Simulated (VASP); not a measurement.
## Sb2Pt: single point with PBE

Crystal: Sb2Pt.

```
Sb Pt
1.0
     0.00000    3.20967    3.20967
     3.20967    0.00000    3.20967
     3.20967    3.20967    0.00000
Sb Pt
2 1
Direct
  0.25000 0.25000 0.25000
  0.75000 0.75000 0.75000
  0.00000 0.00000 0.00000
```

- Program: VASP 6.6.1
- Task: single point
- Functional: PBE
- Potentials or basis: VASP PAW PBE potentials, release 64 (Sb, Pt)
- Cutoff: 520 eV
- k mesh: 6 × 6 × 6
- Occupations: gaussian, width 0.1 eV
- Spin: no spin polarisation
- Dipole correction: no
- Further INCAR settings: ALGO = Normal; EDIFF = 1e-06; NBANDS = 17

```
Pressure               : 12.6 GPa
Band gap on the k mesh : zero (bands 10 and 11 overlap by 1.77 eV)
```

Levels at points of the mesh, in eV from the Fermi level:
| k point | band 7 | band 8 | band 9 | band 10 | band 11 | band 12 | band 13 | band 14 |
| --- | --- | --- | --- | --- | --- | --- | --- | --- |
| (0.00, 0.00, 0.00) | -4.02 | 1.13 | 1.13 | 1.13 | 1.15 | 1.15 | 1.15 | 2.84 |
| (0.50, 0.00, 0.00) | -3.94 | -2.25 | -2.25 | -1.21 | -0.64 | 1.48 | 1.48 | 6.18 |
| (0.50, 0.50, 0.00) | -4.43 | -4.01 | -3.81 | -1.68 | 1.39 | 4.88 | 4.88 | 4.90 |

Wall time 11 s on 1 thread of Intel(R) Xeon(R) 6975P-C (Granite Rapids) (shared host), peak memory 0.2 GiB.

Caveat: the cell stands under pressure; spin-orbit coupling is left out, which moves the levels of the heavy elements.
